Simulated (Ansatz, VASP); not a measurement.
# Two plane-wave programs on Zr2GaAs3

```
Zr Ga As
1.0
     4.71871    0.00000    0.00000
    -2.35936    4.08653    0.00000
     0.00000    0.00000   10.56654
Zr Ga As
2 1 3
Direct
  0.00000 0.00000 0.23662
  0.00000 0.00000 0.76338
  0.00000 0.00000 0.50000
  0.33333 0.66667 0.00000
  0.66667 0.33333 0.00000
  0.00000 0.00000 0.00000
```

Alike in both runs: functional PBE; k mesh 6 × 6 × 4; occupations gaussian, width 0.1 eV; no spin polarisation.

Ansatz relaxed the structure, and its values are those at the end. VASP's run is a single point on that final structure, the one shown.

|  | VASP | Ansatz |
| --- | --- | --- |
| version | VASP 6.6.1 | Ansatz 0.2.0 |
| potentials or method | VASP PAW PBE potentials, release 64 (Zr_sv, Ga_d, As), cutoff 520 eV | scalar-relativistic, plane waves, PAW |
| valence electrons in the cell | 52 | 82 |

|  | VASP | Ansatz | Ansatz less VASP |
| --- | --- | --- | --- |
| gap on the k mesh at the Fermi level (eV) | none | none | - |
| pressure (GPa) | 0.1 | 0.0 | -0.10 |
| rms of the force components (eV/Å) | 0.010 | 0.003 | -0.0072 |

A gap of «none» marks a metal or a gap that the smearing closes. The functional is the same, so the differences come from potentials, cutoffs and numerics. VASP's potentials hold 52 valence electrons a cell and Ansatz's 82, so a difference there can come from the potentials and not from the codes.
